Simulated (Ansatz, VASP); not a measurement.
# MgO in VASP and in Ansatz

The input INCAR:

```
PREC = Accurate ; ENCUT = 840
EDIFF = 1E-6 ; ISMEAR = 0
SIGMA = 0.1 ; LREAL = F
LASPH = T ; NELM = 200
ALGO = Normal ; ISIF = 2
LWAVE = F ; LCHARG = F
LDAU = T ; LDAUTYPE = 2
LDAUL = -1 1 ; LDAUU = 0 5.9
LDAUJ = 0 0 ; LDAUPRINT = 1
GGA = PE ; NBANDS = 15
GGA_COMPAT = F
```

KPOINTS

```
regular mesh
0
Gamma
  6 6 6
```

File POSCAR:

```
MgO
1.0
    2.9380209034      0.0000000000      0.0000000000
   -1.4690104517      2.5444007392      0.0000000000
    0.0000000000      0.0000000000      2.6796800000
Mg O
1 1
Direct
    0.0000000000      0.0000000000      0.0000000000
    0.3333333333      0.6666666667      0.5000000000
```

Input for Ansatz:

```yaml
crystal:
  lattice:
    - [2.9380209034, 0.0, 0.0]
    - [-1.4690104517, 2.5444007392, 0.0]
    - [0.0, 0.0, 2.67968]
  atoms:
    - { symbol: Mg, position: [0.0, 0.0, 0.0] }
    - { symbol: O, position: [0.3333333333, 0.6666666667, 0.5] }
basis:
  ecutwfc: 420
kpoints:
  mp_grid: { grid: [6, 6, 6] }
hamiltonian:
  xc: pbe
  hubbard:
    sites: [{ species: O, l: p, u_eff: 5.9 }]
    projectors: ortho-atomic
scf:
  occupations: { method: gaussian, width: 0.1 }
  lower_state_search: "off"
output:
  forces: true
  stress: true
  eigenvalues: true
```

Alike in both runs: task single point; functional PBE; k mesh 6 × 6 × 6; occupations gaussian, width 0.1 eV; no spin polarisation; Hubbard terms O p U = 5.9 eV.

```csv
,VASP,Ansatz
version,VASP 6.6.1,Ansatz 0.2.0
potentials or method,"VASP PAW PBE potentials, release 64 (Mg_sv, O), cutoff 840 eV","scalar-relativistic, plane waves, PAW"
valence electrons in the cell,16,16
```

VASP gave:

```
gap on the k mesh at the Fermi level (eV)                     : 3.31
least direct gap on the mesh (eV)                             : 3.69
pressure (GPa)                                                : -2.7
traceless stress, the component that is largest in VASP (GPa) : -0.42
```

Task: What did Ansatz give for the same quantities?

Result: gap on the k mesh at the Fermi level (eV): 5.10; least direct gap on the mesh (eV): 5.52; pressure (GPa): -6.5; traceless stress, the component that is largest in VASP (GPa): -1.46.

The programs project onto different local orbitals, so the same U acts differently, and such runs can settle in different states.
